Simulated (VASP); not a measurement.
Write the native input for VASP 6.6.1 that does the following.

```
Task                   : single point
Functional             : r2SCAN
Potentials or basis    : VASP PAW PBE potentials, release 64 (Ti_sv, Al)
Cutoff                 : 520 eV
k mesh                 : 6 × 4 × 4
Occupations            : gaussian, width 0.1 eV
Spin                   : no spin polarisation
Dipole correction      : no
Further INCAR settings : ALGO = Normal; EDIFF = 1e-06; NBANDS = 18
```

TiAl3:

```
Ti Al
1.0
     2.81167   -0.01966   -0.01866
    -0.03241    4.64216   -0.01009
    -0.03220   -0.01056    4.93494
Ti Al
1 3
Direct
  0.97326 0.48855 0.17604
  0.50336 0.52369 0.67454
  0.47355 0.04187 0.30828
  0.00481 0.99692 0.84632
```

One way to write it, as run:

POSCAR

```
TiAl3
1.0
    2.8116683263     -0.0196588470     -0.0186566057
   -0.0324080002      4.6421640465     -0.0100864170
   -0.0321977504     -0.0105593121      4.9349421324
Ti Al
1 3
Direct
   -0.0267402667      0.4885473599      0.1760357973
    0.5033607929      0.5236931408      0.6745434641
    0.4735485346      0.0418715234      0.3082792194
    0.0048113747     -0.0030813399      0.8463180768
```

INCAR.step1

```
SYSTEM = TiAl3
  PREC = Accurate
  ENCUT = 520
  ISMEAR = 0
  SIGMA = 0.1
  LREAL = .FALSE.
  LASPH = .TRUE.
  NELM = 100
  NBANDS = 18
  GGA = PE
  ALGO = Normal
  EDIFF = 1E-4
  LWAVE = .TRUE.
  LCHARG = .FALSE.
```

INCAR.step2

```
SYSTEM = TiAl3
  PREC = Accurate
  ENCUT = 520
  EDIFF = 1E-6
  ISMEAR = 0
  SIGMA = 0.1
  LREAL = .FALSE.
  LASPH = .TRUE.
  NELM = 100
  ALGO = Normal
  ISIF = 2
  LWAVE = .FALSE.
  LCHARG = .FALSE.
  METAGGA = R2SCAN
  LMIXTAU = .TRUE.
  NBANDS = 18
  ISTART = 1
```

KPOINTS

```
regular mesh
0
G
  6 4 4
  0 0 0
```

Potentials or basis: VASP PAW PBE potentials, release 64 (Ti_sv, Al).

Command:

```sh
$ cat potpaw_PBE.64/Ti_sv/POTCAR potpaw_PBE.64/Al/POTCAR > POTCAR
$ cp INCAR.step1 INCAR
$ mpirun -np 1 vasp_std > vasp.out
$ cp INCAR.step2 INCAR
$ mpirun -np 1 vasp_std > vasp.out
```

Results of the run:

```yaml
Pressure: 1.3 GPa
Largest_force: 2.130 eV/Å
Band_gap_on_the_k_mesh: zero (an odd number of electrons rules out a gap without spin polarisation)
```

Caveat: the k points lie up to 0.37 Å⁻¹ apart, too coarse for converged energies and pressures of a metal; the PAW data sets were made with another functional, which shifts forces and pressure a little.

Wall time 3.2 min on 1 thread of AMD EPYC 7R13, on a shared host, peak memory 0.22 GiB.
